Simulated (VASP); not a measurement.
# NaF (R-3m) in VASP: a series of runs

NaF is run at these levels: LDA; tasks: single point.

All numbers are computed with VASP 6.6.1; they aren't measurements. Logs are shortened: lines on timing, memory, paths and dates and some standing lists are left out, and cuts for length are marked.

## 1. The cell of the first run

Symmetry: R-3m, No. 166, trigonal system. The conventional cell has a = 3.092 Å, b = 3.092 Å, c = 9.088 Å, α = 90.00°, β = 90.00°, γ = 120.00°. Na (site symmetry -3m) has 6 F at 2.34 Å and 6 Na at 3.09 Å within 3.1 Å. Within 3.1 Å of F (site symmetry -3m) lie 6 Na at 2.34 Å and 6 F at 3.09 Å.

## 2. Single point, LDA

INCAR

```
SYSTEM = NaF
PREC = Accurate
ENCUT = 520
EDIFF = 1E-6
ISMEAR = 0
SIGMA = 0.05
LREAL = .FALSE.
LASPH = .TRUE.
NELM = 80
ALGO = Normal
ISIF = 2
LWAVE = .FALSE.
LCHARG = .FALSE.
NBANDS = 14
```

KPOINTS

```
regular mesh
0
G
  4 4 4
  0 0 0
```

POSCAR

```
NaF
1.0
    0.2915078675      2.4778168734      2.4778168734
    2.4778168734      0.2915078675      2.4778168734
    2.4778168734      2.4778168734      0.2915078675
Na F
1 1
Direct
    0.0000000000      0.0000000000      0.0000000000
    0.5000000000      0.5000000000      0.5000000000
```

Potentials or basis: VASP PAW LDA potentials, release 64 (Na_pv, F).

The run is started by

```
$ cat potpaw_LDA.64/Na_pv/POTCAR potpaw_LDA.64/F/POTCAR > POTCAR
$ mpirun -np 1 vasp_std > vasp.out
```

OUTCAR:

```text
SYSTEM = NaF
   PREC = Accurate
   ENCUT = 520
   EDIFF = 1E-6
   ISMEAR = 0
   LREAL = .FALSE.
   LASPH = .TRUE.
   NELM = 80
   ISIF = 2

 ion  position               nearest neighbor table
   1  0.000  0.000  0.000-   2 2.34   2 2.34   2 2.34   2 2.34   2 2.34   2 2.34
   2  0.500  0.500  0.500-   1 2.34   1 2.34   1 2.34   1 2.34   1 2.34   1 2.34

  LATTYP: Found a trigonal (rhomboedric) cell.
 ALAT       =     3.5162664508
 COS(alpha) =     0.6134020619

  Lattice vectors:

 A1 = (   0.2915078675,   2.4778168734,   2.4778168734)
 A2 = (   2.4778168734,   0.2915078675,   2.4778168734)
 A3 = (   2.4778168734,   2.4778168734,   0.2915078675)

Analysis of symmetry for initial positions (statically):
=====================================================================
 Subroutine PRICEL returns:
 Original cell was already a primitive cell.

 Routine SETGRP: Setting up the symmetry group for a
 trigonal (rhombohedral) supercell.

 Subroutine GETGRP returns: Found 12 space group operations
 (whereof 12 operations were pure point group operations)
 out of a pool of 12 trial point group operations.

The static configuration has the point symmetry D_3d.

Analysis of symmetry for dynamics (positions and initial velocities):
=====================================================================
 Subroutine PRICEL returns:
 Original cell was already a primitive cell.

 Routine SETGRP: Setting up the symmetry group for a
 trigonal (rhombohedral) supercell.

 Subroutine GETGRP returns: Found 12 space group operations
 (whereof 12 operations were pure point group operations)
 out of a pool of 12 trial point group operations.

The dynamic configuration has the point symmetry D_3d.

 Subroutine INISYM returns: Found 12 space group operations
 (whereof 12 operations are pure point group operations),
 and found     1 'primitive' translations

----------------------------------------------------------------------------------------

                                     Primitive cell

  volume of cell :      25.0811

  direct lattice vectors                    reciprocal lattice vectors
     0.291507868  2.477816873  2.477816873    -0.241401273  0.215990613  0.215990613
     2.477816873  0.291507868  2.477816873     0.215990613 -0.241401273  0.215990613
     2.477816873  2.477816873  0.291507868     0.215990613  0.215990613 -0.241401273

  length of vectors
     3.516266451  3.516266451  3.516266451     0.389330791  0.389330791  0.389330791

  position of ions in fractional coordinates (direct lattice)
     0.000000000  0.000000000  0.000000000
     0.500000000  0.500000000  0.500000000

  ion indices of the primitive-cell ions
   primitive index   ion index
                 1           1
                 2           2

----------------------------------------------------------------------------------------

 KPOINTS: regular mesh

Automatic generation of k-mesh.
 Grid dimensions read from file:
 generate k-points for:    4    4    4

 Generating k-lattice:

  Cartesian coordinates                     Fractional coordinates (reciprocal lattice)
    -0.060350318  0.053997653  0.053997653     0.250000000  0.000000000 -0.000000000
     0.053997653 -0.060350318  0.053997653     0.000000000  0.250000000 -0.000000000
     0.053997653  0.053997653 -0.060350318     0.000000000  0.000000000  0.250000000

  Length of vectors
     0.097332698  0.097332698  0.097332698

  Shift w.r.t. Gamma in fractional coordinates (k-lattice)
     0.000000000  0.000000000  0.000000000

 Subroutine IBZKPT returns following result:
 ===========================================

 Found     13 irreducible k-points:

 Following reciprocal coordinates:
            Coordinates               Weight
  0.000000  0.000000  0.000000      1.000000
  0.250000  0.000000  0.000000      6.000000
  0.500000  0.000000  0.000000      3.000000
  0.250000  0.250000  0.000000      6.000000
  0.500000  0.250000 -0.000000     12.000000
 -0.250000  0.250000  0.000000      6.000000
  0.500000  0.500000  0.000000      3.000000
  0.250000  0.250000  0.250000      2.000000
  0.500000  0.250000  0.250000      6.000000
 -0.250000  0.250000  0.250000      6.000000
  0.500000  0.500000  0.250000      6.000000
 -0.250000  0.500000  0.250000      6.000000
  0.500000  0.500000  0.500000      1.000000
   k-points           NKPTS =     13   k-points in BZ     NKDIM =     13   number of bands    NBANDS=     14
   number of dos      NEDOS =    301   number of ions     NIONS =      2
   total plane-waves  NPLWV =  21952
   dimension x,y,z NGX =    28 NGY =   28 NGZ =   28
   dimension x,y,z NGXF=    56 NGYF=   56 NGZF=   56
   ions per type =               1   1
   NGX,Y,Z   is equivalent  to a cutoff of  13.24, 13.24, 13.24 a.u.
   NGXF,Y,Z  is equivalent  to a cutoff of  26.48, 26.48, 26.48 a.u.
 SYSTEM =  NaF
   PREC   = accura    normal or accurate (medium, high low for compatibility)
   ISTART =      0    job   : 0-new  1-cont  2-samecut
   ICHARG =      2    charge: 1-file 2-atom 10-const
   ISPIN  =      1    spin polarized calculation?
   LNONCOLLINEAR =      F non collinear calculations
   LSORBIT =      F    spin-orbit coupling
   LASPH  =      T    aspherical Exc in radial PAW
   ENCUT  =  520.0 eV  38.22 Ry    6.18 a.u.   6.54  6.54  6.54*2*pi/ulx,y,z
   NELM   =     80;   NELMIN=  2; NELMDL= -5     # of ELM steps
   EDIFF  = 0.1E-05   stopping-criterion for ELM
   LREAL  =      F    real-space projection
   EDIFFG = 0.1E-04   stopping-criterion for IOM
   NSW    =      0    number of steps for IOM
   IBRION =     -1    ionic relax: 0-MD 1-quasi-New 2-CG
   NFREE  =      0    steps in history (QN), initial steepest desc. (CG)
   ISIF   =      2    stress and relaxation
   ISYM   =      2    0-nonsym 1-usesym 2-fastsym
   POTIM  = 0.5000    time-step for ionic-motion
   TEBEG  =    0.0;   TEEND  =   0.0 temperature during run
   PSTRESS=    0.0 pullay stress
   NELECT =      14.0000    total number of electrons
   NUPDOWN=      -1.0000    fix difference up-down
   EMIN   =  10.00;   EMAX   =-10.00  energy-range for DOS
   EFERMI =   0.00;   METHOD = LEGACY
   ISMEAR =     0;   SIGMA  =   0.05  broadening in eV -4-tet -1-fermi 0-gaus
   EFERMI_NEDOS =   21; number of points for ismear=-14 and -15
   IALGO  =     38    algorithm
   IMIX   =      4    mixing-type and parameters
     AMIX     =   0.40;   BMIX     =  1.00
     AMIX_MAG =   1.60;   BMIX_MAG =  1.00
  volume/ion in A,a.u.               =      12.54        84.63
  Fermi-wavevector in a.u.,A,eV,Ry     =   1.347935  2.547227 24.720809  1.816928
  Thomas-Fermi vector in A             =   2.475645
   LORBIT       =      0    0 simple, 1 ext, 2 COOP (PROOUT), +10 PAW based schemes
   GGA     = CA    functional components
   LHFCALC =     F    Hartree Fock is set to
   AEXX    =    0.0000 exact exchange contribution
   IVDW    =     0    specifies the selected vdW correction
   LEPSILON=     F    determine dielectric tensor
   LRPA    =     F    only Hartree local field effects (RPA)
 non-spin polarized calculation
 Gauss-broadening in eV      SIGMA  =   0.05
  energy-cutoff  :      520.00
  volume of cell :       25.08
 maximum number of plane-waves:       701
 NGX is ok and might be reduce to    28

 number of electron      14.0000003 magnetization

 Free energy of the ion-electron system (eV)
  ---------------------------------------------------
  ext. energy  EPLUGINS =         0.00000000
  ---------------------------------------------------
  free energy    TOTEN  =        -9.17747010 eV

  energy without entropy =       -9.17747010  energy(sigma->0) =       -9.17747010

 E-fermi :  -1.9444     XC(G=0):  -9.9137

 val. band max:       -2.2010338731   @ k =   0.0000   0.0000   0.0000
 cond. band min:       3.2599155798   @ k =   0.0000   0.0000   0.0000
 fundamental gap:      5.4609494529
 Fermi energy:        -1.9444003181

 k-point     1 :       0.0000    0.0000    0.0000
  band No.  band energies     occupation
      1     -21.4799      2.00000
      2     -21.4799      2.00000
      3     -21.4579      2.00000
      4     -21.1875      2.00000
      5      -2.8178      2.00000
      6      -2.2010      2.00000
      7      -2.2010      2.00000
      8       3.2599      0.00000
      9      13.6422      0.00000
     10      17.5423      0.00000
     11      17.5423      0.00000
     12      17.7794      0.00000
     13      21.3661      0.00000
     14      21.3661      0.00000

 k-point     2 :       0.2500    0.0000    0.0000
  band No.  band energies     occupation
      1     -21.8888      2.00000
      2     -21.4972      2.00000
      3     -21.4619      2.00000
      4     -20.6926      2.00000
      5      -3.2927      2.00000
      6      -2.8671      2.00000
      7      -2.3746      2.00000
      8       5.2186      0.00000
      9      12.4882      0.00000
     10      15.1057      0.00000
     11      17.8553      0.00000
     12      18.4477      0.00000
     13      20.2744      0.00000
     14      20.8313      0.00000

 k-point     3 :       0.5000    0.0000    0.0000
  band No.  band energies     occupation
      1     -22.0886      2.00000
      2     -21.5145      2.00000
      3     -21.4625      2.00000
      4     -20.4068      2.00000
      5      -4.0601      2.00000
      6      -2.9740      2.00000
      7      -2.5420      2.00000
      8       7.7468      0.00000
      9       9.9545      0.00000
     10      15.6995      0.00000
     11      17.6845      0.00000
     12      18.1102      0.00000
     13      20.0469      0.00000
     14      21.4912      0.00000

 k-point     4 :       0.2500    0.2500    0.0000
  band No.  band energies     occupation
      1     -21.8080      2.00000
      2     -21.5061      2.00000
      3     -21.4988      2.00000
      4     -20.7419      2.00000
      5      -3.3836      2.00000
      6      -2.8578      2.00000
      7      -2.3972      2.00000
      8       5.6950      0.00000
      9      11.9222      0.00000
     10      15.2105      0.00000
     11      16.2927      0.00000
     12      17.8237      0.00000
     13      21.3162      0.00000
     14      22.7275      0.00000

 k-point     5 :       0.5000    0.2500   -0.0000
  band No.  band energies     occupation
      1     -21.8796      2.00000
      2     -21.5720      2.00000
      3     -21.4768      2.00000
      4     -20.5960      2.00000
      5      -3.6613      2.00000
      6      -3.0342      2.00000
      7      -2.8832      2.00000
      8       8.3197      0.00000
      9      10.6275      0.00000
     10      13.5870      0.00000
     11      15.5598      0.00000
[... 89 lines left out ...]
 k-point    11 :       0.5000    0.5000    0.2500
  band No.  band energies     occupation
      1     -21.8991      2.00000
      2     -21.5764      2.00000
      3     -21.5079      2.00000
      4     -20.5467      2.00000
      5      -3.7841      2.00000
      6      -3.0125      2.00000
      7      -2.4563      2.00000
      8       7.9784      0.00000
      9       9.7662      0.00000
     10      14.4152      0.00000
     11      16.4398      0.00000
     12      18.2704      0.00000
     13      22.7887      0.00000
     14      23.9946      0.00000

 k-point    12 :      -0.2500    0.5000    0.2500
  band No.  band energies     occupation
      1     -21.7407      2.00000
      2     -21.6349      2.00000
      3     -21.5256      2.00000
      4     -20.6394      2.00000
      5      -3.4200      2.00000
      6      -3.3196      2.00000
      7      -2.9436      2.00000
      8       9.5282      0.00000
      9      10.5934      0.00000
     10      12.6012      0.00000
     11      13.6470      0.00000
     12      19.8807      0.00000
     13      20.6864      0.00000
     14      23.5847      0.00000

 k-point    13 :       0.5000    0.5000    0.5000
  band No.  band energies     occupation
      1     -22.1645      2.00000
      2     -21.4830      2.00000
      3     -21.4830      2.00000
      4     -20.3508      2.00000
      5      -4.2545      2.00000
      6      -2.3330      2.00000
      7      -2.3330      2.00000
      8       7.8693      0.00000
      9       7.9380      0.00000
     10      19.1799      0.00000
     11      19.1799      0.00000
     12      20.4310      0.00000
     13      20.4310      0.00000
     14      21.7814      0.00000

------------------------ aborting loop because EDIFF is reached ----------------------------------------

  FORCE on cell =-STRESS in cart. coord.  units (eV):
  Direction    XX          YY          ZZ          XY          YZ          ZX
  --------------------------------------------------------------------------------------
  -------------------------------------------------------------------------------------
  Total       -0.7952768     -0.7952768     -0.7952768     -0.7314324     -0.7314324     -0.7314324
  in kB      -50.8022576    -50.8022576    -50.8022576    -46.7238781    -46.7238781    -46.7238781
  external PRESSURE =     -50.8022576 kB  Pullay stress =       0.0000000 kB

 VOLUME and BASIS-vectors are now :
 -----------------------------------------------------------------------------
  energy-cutoff  :      520.00
  volume of cell :       25.08
      direct lattice vectors                 reciprocal lattice vectors
     0.291507868  2.477816873  2.477816873    -0.241401273  0.215990613  0.215990613
     2.477816873  0.291507868  2.477816873     0.215990613 -0.241401273  0.215990613
     2.477816873  2.477816873  0.291507868     0.215990613  0.215990613 -0.241401273

 POSITION                                       TOTAL-FORCE (eV/Angst)
 -----------------------------------------------------------------------------------
      0.00000      0.00000      0.00000        -0.000000      0.000000     -0.000000
      2.62357      2.62357      2.62357         0.000000     -0.000000      0.000000
 -----------------------------------------------------------------------------------
    total drift:                                0.000000      0.000000      0.000000

  FREE ENERGIE OF THE ION-ELECTRON SYSTEM (eV)
  ---------------------------------------------------
  free  energy   TOTEN  =        -9.1774700956 eV

  energy  without entropy=       -9.1774700956  energy(sigma->0) =       -9.17747010
```

Run time: 5.5 s. Hardware: 1 thread of Intel Xeon 6975P-C, shared host; peak memory 0.13 GiB.

Results:

```
Free energy            : -9.1775 eV
Pressure               : -5.1 GPa
Band gap on the k mesh : 5.46 eV, direct
```

Levels at points of the mesh, in eV from the valence-band top:
```csv
k point,band 5,band 6,band 7,band 8,band 9,band 10
"(0.00, 0.00, 0.00)",-0.62,0.00,0.00,5.46,15.84,19.74
"(0.50, 0.00, 0.00)",-1.86,-0.77,-0.34,9.95,12.16,17.90
"(0.50, 0.50, 0.00)",-1.59,-0.88,-0.37,11.92,12.24,13.48
"(0.50, 0.50, 0.50)",-2.05,-0.13,-0.13,10.07,10.14,21.38
```

Caveat: the k points lie up to 0.61 Å⁻¹ apart.

## 3. Single point, LDA

This run uses another cell than the first one, of the same volume but with other edges.

INCAR

```
SYSTEM = NaF
  PREC = Accurate
  ENCUT = 520
  EDIFF = 1E-7
  ISMEAR = 0
  SIGMA = 0.05
  LREAL = .False.
  LASPH = .True.
  NELM = 80
  ALGO = Normal
  ISIF = 2
  LWAVE = .False.
  LCHARG = .False.
  GGA = CA
  NBANDS = 14
```

KPOINTS

```
regular mesh
0
Gamma
  4 4 4
  0 0 0
```

POSCAR

```
NaF
1.0
    0.9084389910      2.8550939718      2.8550939718
    2.8550939718      0.9084389910      2.8550939718
    2.8550939718      2.8550939718      0.9084389910
Na F
1 1
Direct
    0.0000000000      0.0000000000      0.0000000000
    0.5000000000      0.5000000000      0.5000000000
```

Potentials or basis: VASP PAW LDA potentials, release 64 (Na_pv, F).

The run is started by

```
$ cat potpaw_LDA.64/Na_pv/POTCAR potpaw_LDA.64/F/POTCAR > POTCAR
$ mpirun -np 1 vasp_std > vasp.out
```

Wall time 5.6 s (1 thread of Intel Xeon 6975P-C, shared host); peak memory 0.14 GiB.

The run converged. Its results:

* Free energy: -7.8821 eV
* Pressure: -5.4 GPa
* Band gap on the k mesh: 2.29 eV, direct

Stress tensor (GPa, compression positive):
```
 -5.40 -20.55 -20.55
-20.55  -5.40 -20.55
-20.55 -20.55  -5.40
```

Levels at points of the mesh, in eV from the valence-band top:
| k point | band 4 | band 5 | band 6 | band 7 | band 8 | band 9 | band 10 | band 11 |
| --- | --- | --- | --- | --- | --- | --- | --- | --- |
| (0.00, 0.00, 0.00) | -19.85 | -2.37 | 0.00 | 0.00 | 2.29 | 13.09 | 13.66 | 21.08 |
| (0.50, 0.00, 0.00) | -19.19 | -2.76 | -1.89 | -0.50 | 7.45 | 10.16 | 15.10 | 16.48 |
| (0.50, 0.50, 0.00) | -19.26 | -2.62 | -1.91 | -0.49 | 8.84 | 9.11 | 13.05 | 16.05 |
| (0.50, 0.50, 0.50) | -19.62 | -3.51 | -0.02 | -0.02 | 5.25 | 8.56 | 20.59 | 21.08 |

Caveat: the k points lie up to 0.67 Å⁻¹ apart.
